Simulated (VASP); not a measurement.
Here is a VASP 6.6.1 calculation.

File INCAR:

```
SYSTEM = MgH
PREC = Accurate
ENCUT = 600
EDIFF = 1E-6
ISMEAR = 0
SIGMA = 0.1
LREAL = .FALSE.
LASPH = .TRUE.
NELM = 80
ALGO = Normal
ISIF = 3
LWAVE = .FALSE.
LCHARG = .FALSE.
GGA = PE
IBRION = 2
NSW = 90
EDIFFG = -0.025
```

Contents of KPOINTS:

```
regular mesh
0
G
  12 12 8
  0 0 0
```

Contents of POSCAR:

```
MgH
1.0
    3.1896649782      0.0000000000      0.0000000000
   -1.5948324891      2.7623309006      0.0000000000
    0.0000000000      0.0000000000      5.2287822010
Mg H
2 2
Direct
    0.3333333333      0.6666666667      0.2500000000
    0.6666666667      0.3333333333      0.7500000000
    0.0000000000      0.0000000000      0.0000000000
    0.0000000000      0.0000000000      0.5000000000
```

Potentials or basis: VASP PAW PBE potentials, release 64 (Mg, H).

The run is started by

```bash
$ cat potpaw_PBE.64/Mg/POTCAR potpaw_PBE.64/H/POTCAR > POTCAR
$ mpirun -np 1 vasp_std > vasp.out
```

Question: Estimate the relaxed cell.

Answer: a = 3.282 Å, b = 3.282 Å, c = 4.882 Å, α = 90.00°, β = 90.00°, γ = 120.00°.

Question: Predict the space group after relaxing (to 0.05 Å).

Answer: P6_3/mmc (No. 194).

Question: What does it give for the relaxed volume?

Answer: 11.38 Å³/atom.

Final structure:
```
Mg H
1.0
     3.28193    0.00000    0.00000
    -1.64096    2.84223    0.00000
     0.00000    0.00000    4.88187
Mg H
2 2
Direct
  0.33333 0.66667 0.25000
  0.66667 0.33333 0.75000
  0.00000 0.00000 0.00000
  0.00000 0.00000 0.50000
```
